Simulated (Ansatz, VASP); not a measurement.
One calculation of MoSe2, two programs

```
Se Mo
1.0
     3.24732    0.00000    0.00000
    -1.62366    2.81226    0.00000
     0.00000    0.00000   70.87758
Se Mo
8 4
Direct
  0.33333 0.66667 0.34195
  0.33333 0.66667 0.38869
  0.66667 0.33333 0.43169
  0.66667 0.33333 0.47847
  0.33333 0.66667 0.52153
  0.33333 0.66667 0.56831
  0.66667 0.33333 0.61131
  0.66667 0.33333 0.65805
  0.66667 0.33333 0.36529
  0.33333 0.66667 0.45508
  0.66667 0.33333 0.54492
  0.33333 0.66667 0.63471
```

Alike in both runs: functional LDA; k mesh 9 × 9 × 1; occupations gaussian, width 0.02 eV; no spin polarisation.

Ansatz relaxed the structure, and its values are those at the end. VASP's run is a single point on that final structure, the one shown.

|  | VASP | Ansatz |
| --- | --- | --- |
| version | VASP 6.6.1 | Ansatz 0.2.0 |
| potentials or method | VASP PAW LDA potentials, release 64 (Se, Mo_sv), cutoff 400 eV | scalar-relativistic, plane waves, PAW |
| valence electrons in the cell | 104 | 184 |

```csv
,VASP,Ansatz,Ansatz less VASP
gap on the k mesh at the Fermi level (eV),0.95,0.95,+0.007
least direct gap on the mesh (eV),1.55,1.54,-0.003
rms of the force components (eV/Å),0.037,0.000,-0.0365
```

LDA's correlation is that of Perdew and Zunger in VASP and of Perdew and Wang (1992) in Ansatz. VASP's potentials hold 104 valence electrons a cell and Ansatz's 184, so a difference there can come from the potentials and not from the codes. Ansatz's warnings: xc potential rough in thin density.
